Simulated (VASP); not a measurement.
# Eu (Fm-3m) in VASP: relaxation of cell and atoms with PBE

Aim: the relaxation of cell and atoms of Eu with PBE.

Everything below comes from runs of VASP 6.6.1. Logs are shortened: lines on timing, memory, paths and dates and some standing lists are left out, and cuts for length are marked.

## Step 1: The cell of the first run

Symmetry: Fm-3m, No. 225, cubic system. The conventional cell has a = 4.655 Å, b = 4.655 Å, c = 4.655 Å, α = 90.00°, β = 90.00°, γ = 90.00°. Eu (site symmetry m-3m) has 12 Eu at 3.29 Å within 4.3 Å.

This isn't the form of Eu at room conditions, which is bcc.

## Step 2: Relaxation of cell and atoms, PBE, collinear spin, ferromagnetic start, target pressure 17 GPa, at which the enthalpy is minimised

Contents of INCAR:

```
PREC     = Accurate       # precision mode
ENCUT    = 600            # plane-wave cutoff, eV
EDIFF    = 1E-7           # SCF threshold, eV
ISMEAR   = -1             # smearing method
SIGMA    = 0.08           # smearing width, eV
LREAL    = F              # projectors in reciprocal space
LASPH    = T              # aspherical terms in the spheres
NELM     = 150            # most SCF steps
ALGO     = Normal         # electronic algorithm
ISIF     = 3              # what is computed and relaxed
LWAVE    = F              # write WAVECAR
LCHARG   = F              # write CHGCAR
ISPIN    = 2              # spin polarisation
MAGMOM   = 7              # initial moments
LORBIT   = 11             # projections on sites
LMAXMIX  = 6              # l up to which the mixer works
GGA      = PE             # functional
IBRION   = 2              # ionic algorithm
NSW      = 60             # ionic steps
EDIFFG   = -0.005         # ionic threshold
PSTRESS  = 170.0
```

Contents of KPOINTS:

```
Automatic mesh
0
Gamma
  14 14 14
```

Contents of POSCAR:

```
Eu
1.0
    0.0000000000      2.3275708329      2.3275708329
    2.3275708329      0.0000000000      2.3275708329
    2.3275708329      2.3275708329      0.0000000000
Eu
1
Direct
    0.0000000000      0.0000000000      0.0000000000
```

Potentials or basis: VASP PAW PBE potentials, release 64 (Eu).

Run with:

```
$ cat potpaw_PBE.64/Eu/POTCAR > POTCAR
$ mpirun -np 1 vasp_std > vasp.out
```

OUTCAR:

```text
PREC = Accurate
   ENCUT = 600
   EDIFF = 1E-7
   ISMEAR = -1
   LREAL = F
   LASPH = T
   NELM = 150
   ISIF = 3
   ISPIN = 2
   LORBIT = 11
   GGA = PE
   IBRION = 2
   NSW = 60
   EDIFFG = -0.005
   PSTRESS = 170.0

 ion  position               nearest neighbor table
   1  0.000  0.000  0.000-

  LATTYP: Found a face centered cubic cell.
 ALAT       =     4.6551416658

  Lattice vectors:

 A1 = (   0.0000000000,   2.3275708329,   2.3275708329)
 A2 = (   2.3275708329,   0.0000000000,   2.3275708329)
 A3 = (   2.3275708329,   2.3275708329,   0.0000000000)

Analysis of symmetry for initial positions (statically):
=====================================================================
 Subroutine PRICEL returns:
 Original cell was already a primitive cell.

 Routine SETGRP: Setting up the symmetry group for a
 face centered cubic supercell.

 Subroutine GETGRP returns: Found 48 space group operations
 (whereof 48 operations were pure point group operations)
 out of a pool of 48 trial point group operations.

The static configuration has the point symmetry O_h .

Analysis of symmetry for dynamics (positions and initial velocities):
=====================================================================
 Subroutine PRICEL returns:
 Original cell was already a primitive cell.

 Routine SETGRP: Setting up the symmetry group for a
 face centered cubic supercell.

 Subroutine GETGRP returns: Found 48 space group operations
 (whereof 48 operations were pure point group operations)
 out of a pool of 48 trial point group operations.

The dynamic configuration has the point symmetry O_h .

Analysis of structural, dynamic, and magnetic symmetry:
=====================================================================
 Subroutine PRICEL returns:
 Original cell was already a primitive cell.

 Routine SETGRP: Setting up the symmetry group for a
 face centered cubic supercell.

 Subroutine GETGRP returns: Found 48 space group operations
 (whereof 48 operations were pure point group operations)
 out of a pool of 48 trial point group operations.

The overall configuration has the point symmetry O_h .

 Subroutine INISYM returns: Found 48 space group operations
 (whereof 48 operations are pure point group operations),
 and found     1 'primitive' translations

----------------------------------------------------------------------------------------

                                     Primitive cell

  volume of cell :      25.2196

  direct lattice vectors                    reciprocal lattice vectors
     0.000000000  2.327570833  2.327570833    -0.214816234  0.214816234  0.214816234
     2.327570833  0.000000000  2.327570833     0.214816234 -0.214816234  0.214816234
     2.327570833  2.327570833  0.000000000     0.214816234  0.214816234 -0.214816234

  length of vectors
     3.291682239  3.291682239  3.291682239     0.372072631  0.372072631  0.372072631

  position of ions in fractional coordinates (direct lattice)
     0.000000000  0.000000000  0.000000000

  ion indices of the primitive-cell ions
   primitive index   ion index
                 1           1

----------------------------------------------------------------------------------------

 KPOINTS: Automatic mesh

Automatic generation of k-mesh.
 Grid dimensions read from file:
 generate k-points for:   14   14   14

 Generating k-lattice:

  Cartesian coordinates                     Fractional coordinates (reciprocal lattice)
    -0.015344017  0.015344017  0.015344017     0.071428571  0.000000000  0.000000000
     0.015344017 -0.015344017  0.015344017     0.000000000  0.071428571  0.000000000
     0.015344017  0.015344017 -0.015344017     0.000000000  0.000000000  0.071428571

  Length of vectors
     0.026576617  0.026576617  0.026576617

  Shift w.r.t. Gamma in fractional coordinates (k-lattice)
     0.000000000  0.000000000  0.000000000

 Subroutine IBZKPT returns following result:
 ===========================================

 Found    104 irreducible k-points:

 Following reciprocal coordinates:
            Coordinates               Weight
  0.000000  0.000000  0.000000      1.000000
  0.071429  0.000000  0.000000      8.000000
  0.142857  0.000000  0.000000      8.000000
  0.214286  0.000000  0.000000      8.000000
  0.285714  0.000000  0.000000      8.000000
  0.357143  0.000000  0.000000      8.000000
[... 16 lines left out ...]
  0.214286  0.142857  0.000000     24.000000
  0.285714  0.142857  0.000000     24.000000
 [... further k-points ...]
   k-points           NKPTS =    104   k-points in BZ     NKDIM =    104   number of bands    NBANDS=     16
   number of dos      NEDOS =    301   number of ions     NIONS =      1
   total plane-waves  NPLWV =  21952
   dimension x,y,z NGX =    28 NGY =   28 NGZ =   28
   dimension x,y,z NGXF=    56 NGYF=   56 NGZF=   56
   ions per type =               1
   NGX,Y,Z   is equivalent  to a cutoff of  14.14, 14.14, 14.14 a.u.
   NGXF,Y,Z  is equivalent  to a cutoff of  28.28, 28.28, 28.28 a.u.
 SYSTEM =  unknown system
   PREC   = accura    normal or accurate (medium, high low for compatibility)
   ISTART =      0    job   : 0-new  1-cont  2-samecut
   ICHARG =      2    charge: 1-file 2-atom 10-const
   ISPIN  =      2    spin polarized calculation?
   LNONCOLLINEAR =      F non collinear calculations
   LSORBIT =      F    spin-orbit coupling
   LASPH  =      T    aspherical Exc in radial PAW
   ENCUT  =  600.0 eV  44.10 Ry    6.64 a.u.   6.57  6.57  6.57*2*pi/ulx,y,z
   NELM   =    150;   NELMIN=  2; NELMDL= -5     # of ELM steps
   EDIFF  = 0.1E-06   stopping-criterion for ELM
   LREAL  =      F    real-space projection
   EDIFFG = -.5E-02   stopping-criterion for IOM
   NSW    =     60    number of steps for IOM
   IBRION =      2    ionic relax: 0-MD 1-quasi-New 2-CG
   NFREE  =      1    steps in history (QN), initial steepest desc. (CG)
   ISIF   =      3    stress and relaxation
   ISYM   =      2    0-nonsym 1-usesym 2-fastsym
   POTIM  = 0.5000    time-step for ionic-motion
   TEBEG  =    0.0;   TEEND  =   0.0 temperature during run
   PSTRESS=  170.0 pullay stress
   NELECT =      17.0000    total number of electrons
   NUPDOWN=      -1.0000    fix difference up-down
   EMIN   =  10.00;   EMAX   =-10.00  energy-range for DOS
   EFERMI =   0.00;   METHOD = LEGACY
   ISMEAR =    -1;   SIGMA  =   0.08  broadening in eV -4-tet -1-fermi 0-gaus
   EFERMI_NEDOS =   21; number of points for ismear=-14 and -15
   IALGO  =     38    algorithm
   IMIX   =      4    mixing-type and parameters
     AMIX     =   0.40;   BMIX     =  1.00
     AMIX_MAG =   1.60;   BMIX_MAG =  1.00
  volume/ion in A,a.u.               =      25.22       170.19
  Fermi-wavevector in a.u.,A,eV,Ry     =   1.435417  2.712546 28.033762  2.060423
  Thomas-Fermi vector in A             =   2.554718
   LORBIT       =     11    0 simple, 1 ext, 2 COOP (PROOUT), +10 PAW based schemes
   GGA     = PE    functional components
   LHFCALC =     F    Hartree Fock is set to
   AEXX    =    0.0000 exact exchange contribution
   IVDW    =     0    specifies the selected vdW correction
   LEPSILON=     F    determine dielectric tensor
   LRPA    =     F    only Hartree local field effects (RPA)
 conjugate gradient relaxation of ions
 spin polarized calculation
  energy-cutoff  :      600.00
  volume of cell :       25.22
 maximum number of plane-waves:       877
   NGX = 13   NGY = 13   NGZ = 13

--------------------------------------- Ionic step        1  -------------------------------------------

 number of electron      16.9999999 magnetization       7.2356449

 Free energy of the ion-electron system (eV)
  ---------------------------------------------------
  ext. energy  EPLUGINS =         0.00000000
  ---------------------------------------------------
  free energy    TOTEN  =       -10.88235676 eV

  energy without entropy =      -10.84028105  energy(sigma->0) =      -10.86131890

------------------------ aborting loop because EDIFF is reached ----------------------------------------

  FORCE on cell =-STRESS in cart. coord.  units (eV):
  Direction    XX          YY          ZZ          XY          YZ          ZX
  --------------------------------------------------------------------------------------
  -------------------------------------------------------------------------------------
  Total        2.6512806      2.6512806      2.6512806      0.0000000      0.0000000      0.0000000
  in kB      168.4331489    168.4331489    168.4331489      0.0000000      0.0000000      0.0000000
  external PRESSURE =      -1.5668511 kB  Pullay stress =     170.0000000 kB
[... 59 lines left out ...]
  enthalpy is  TOTEN    =        -8.2064473464 eV   P V=        2.6664037616

--------------------------------------- Ionic step        3  -------------------------------------------

 number of electron      16.9999999 magnetization       7.2323474

 Free energy of the ion-electron system (eV)
  ---------------------------------------------------
  ext. energy  EPLUGINS =         0.00000000
  ---------------------------------------------------
  free energy    TOTEN  =       -10.87475775 eV

  energy without entropy =      -10.83268504  energy(sigma->0) =      -10.85372139

 E-fermi :   4.4288     XC(G=0): -11.1688

 val. band max:        4.4281375280   @ k =  -0.4286   0.4286   0.0714
 cond. band min:       4.4313183459   @ k =  -0.2143   0.3571   0.1429
 fundamental gap:      0.0031808179
 Fermi energy:         4.4287594646

 spin component 1

 k-point     1 :       0.0000    0.0000    0.0000
  band No.  band energies     occupation
      1     -37.0860      1.00000
      2     -14.8042      1.00000
      3     -14.8042      1.00000
      4     -14.8042      1.00000
      5      -0.2859      1.00000
      6       3.4255      1.00000
[... 8 lines left out ...]
     15       6.4904      0.00000
     16       9.8534      0.00000
[... 422 lines left out ...]
      2     -15.8699      1.00000
      3     -15.0772      1.00000
      4     -15.0600      1.00000
      5       2.0015      1.00000
      6       3.3484      1.00000
[... 8 lines left out ...]
     15       7.7453      0.00000
     16       9.1236      0.00000

 [... further k-points ...]

 spin component 2

 k-point     1 :       0.0000    0.0000    0.0000
  band No.  band energies     occupation
      1     -34.0393      1.00000
      2     -12.4110      1.00000
      3     -12.4110      1.00000
      4     -12.4110      1.00000
      5       0.9360      1.00000
      6       7.6509      0.00000
[... 8 lines left out ...]
     15       9.0760      0.00000
     16      11.1971      0.00000
[... 465 lines left out ...]
  FREE ENERGIE OF THE ION-ELECTRON SYSTEM (eV)
  ---------------------------------------------------
  free  energy   TOTEN  =       -10.8747577469 eV

  energy  without entropy=      -10.8326850371  energy(sigma->0) =      -10.85372139

  enthalpy is  TOTEN    =        -8.2064493611 eV   P V=        2.6683083857

 reached required accuracy - stopping structural energy minimisation

 total charge

# of ion       s       p       d       f       tot
--------------------------------------------------
    1        2.117   5.660   0.672   6.504  14.954

 magnetization (x)

# of ion       s       p       d       f       tot
--------------------------------------------------
    1        0.012  -0.069   0.246   6.482   6.670
```

Run time: 3.1 min. Hardware: 1 thread of Intel Xeon 6975P-C (Granite Rapids), shared host; peak memory 0.26 GiB.

What came out:

```yaml
Free_energy: -10.8748 eV
Relaxed_volume: 25.15 Å³/atom
Relaxed_cell: a = 3.289 Å, b = 3.289 Å, c = 3.289 Å, α = 60.00°, β = 60.00°, γ = 60.00°
Space_group_after_relaxing_to_0.1_Å: Fm-3m (No. 225)
Energy_change_on_relaxing_the_run_minimises_the_enthalpy: +7.6 meV/atom
Ionic_steps: 3
Pressure_after_relaxing: 17.0 GPa
Net_moment: 7.23 μB per cell
Site_moments: Eu +6.67 μB
Valence_electrons_inside_the_program's_atomic_spheres: Eu 14.95
```

Step by step:
```tsv
step	energy change (eV)	largest force (eV/Å)	pressure (GPa)	volume (Å³)
1	0.0000	0.0000	16.84	25.22
2	0.0095	0.0000	17.05	25.13
3	0.0076	0.0000	17.00	25.15
```

Final structure:
```
Eu
1.0
     0.00000    2.32535    2.32535
     2.32535    0.00000    2.32535
     2.32535    2.32535    0.00000
Eu
1
Direct
  0.00000 0.00000 0.00000
```

Caveat: the cell is relaxed towards a set pressure, so the run minimises the enthalpy, not the energy; spin-orbit coupling is left out, which moves the levels of the heavy elements; semilocal functionals describe open f shells poorly, which spoils levels, moments and volumes. The state reached can hang on the start; a lower one may exist.
